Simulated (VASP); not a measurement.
Runs of VASP 6.6.1 on Ti. The structure is that of space group P6_3/mmc (No. 194), or close to it. The cells are those of the table. 

| cell | gap on the mesh (eV) | pressure (GPa) |
| --- | --- | --- |
| a = 2.798, b = 2.798, c = 4.453 Å, angles 90.0, 90.0, 120.0°, 2 atoms | none | 20.7 |
| a = 2.730, b = 2.730, c = 4.824 Å, angles 90.0, 90.0, 120.0°, 2 atoms | none | 15.1 |
| a = 3.004, b = 3.004, c = 4.082 Å, angles 90.0, 90.0, 120.0°, 2 atoms | none | 11.8 |
| a = 2.730, b = 2.730, c = 5.010 Å, angles 90.0, 90.0, 120.0°, 2 atoms | none | (b) |
| a = 2.798, b = 2.798, c = 4.638 Å, angles 90.0, 90.0, 120.0°, 2 atoms | none | 13.7 |
| a = 2.935, b = 2.935, c = 4.267 Å, angles 90.0, 90.0, 120.0°, 2 atoms | none | 11.7 |
| a = 2.867, b = 2.867, c = 4.453 Å, angles 90.0, 90.0, 120.0°, 2 atoms | none | (a) |
| a = 2.935, b = 2.935, c = 4.082 Å, angles 90.0, 90.0, 120.0°, 2 atoms | none | 19.4 |

Alike in all rows: task single point; level r2SCAN; potentials or basis VASP PAW PBE potentials, release 64 (Ti_sv); no spin polarisation; k mesh 18 × 18 × 10; cutoff (eV) 520; smearing methfessel-paxton 0.05 eV.

Question: Fill in the values left out.

Answer: (a) 12.5; (b) 9.1.

Caveats: the cell stands under pressure; the PAW data sets were made with another functional, which shifts forces and pressure a little.

A gap of «none» marks levels without a gap at the run's occupations.
